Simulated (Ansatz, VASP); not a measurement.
## Ta in VASP and in Ansatz

Contents of INCAR:

```
SYSTEM = Ta
ALGO = Normal
EDIFF = 1E-7
EDIFFG = -0.01
ENCUT = 600
GGA = RE
IBRION = 2
ISIF = 3
ISMEAR = -1
IVDW = 12
LASPH = .TRUE.
LCHARG = .FALSE.
LREAL = .FALSE.
LWAVE = .FALSE.
NELM = 60
NSW = 80
PREC = Accurate
SIGMA = 0.05
```

KPOINTS

```
k-points
0
G
  11 11 11
  0 0 0
```

Contents of POSCAR:

```
Ta
1.0
   -1.6512800000      1.6512800000      1.6512800000
    1.6512800000     -1.6512800000      1.6512800000
    1.6512800000      1.6512800000     -1.6512800000
Ta
1
Direct
    0.0000000000      0.0000000000      0.0000000000
```

File input.yaml:

```yaml
crystal:
  lattice:
    - [-1.65128, 1.65128, 1.65128]
    - [1.65128, -1.65128, 1.65128]
    - [1.65128, 1.65128, -1.65128]
  atoms:
    - { symbol: Ta, position: [0.0, 0.0, 0.0] }
kpoints:
  mp_grid: { grid: [11, 11, 11] }
scf:
  occupations: { method: fermi_dirac, width: 0.05 }
hamiltonian:
  xc: revpbe
  dispersion: d3bj
  pseudopotentials: { kind: all_electron, lapw: { basis_error: 0.001 } }
output:
  forces: true
  stress: true
relax:
  f_tol: 0.01
  max_steps: 60
  cell: {}
```

Alike in both runs: task relaxation of cell and atoms; functional revPBE; dispersion D3(BJ); k mesh 11 × 11 × 11; occupations fermi-dirac, width 0.05 eV; no spin polarisation.

```csv
,VASP,Ansatz
version,VASP 6.6.1,Ansatz 0.2.0
potentials or method,"VASP PAW PBE potentials, release 64 (Ta_pv), cutoff 600 eV","all-electron LAPW, scalar-relativistic"
```

|  | VASP | Ansatz | Ansatz less VASP |
| --- | --- | --- | --- |
| relaxed volume (Å³/atom) | 17.52 | 17.49 | -0.027 |
| relaxed cell length with the largest relative difference (Å) | 2.834 | 2.832 | -0.0015 |

VASP's potentials were made for PBE, not for revPBE. Ansatz ran all-electron here, and VASP with PAW potentials.

Neither program's run includes spin-orbit coupling.
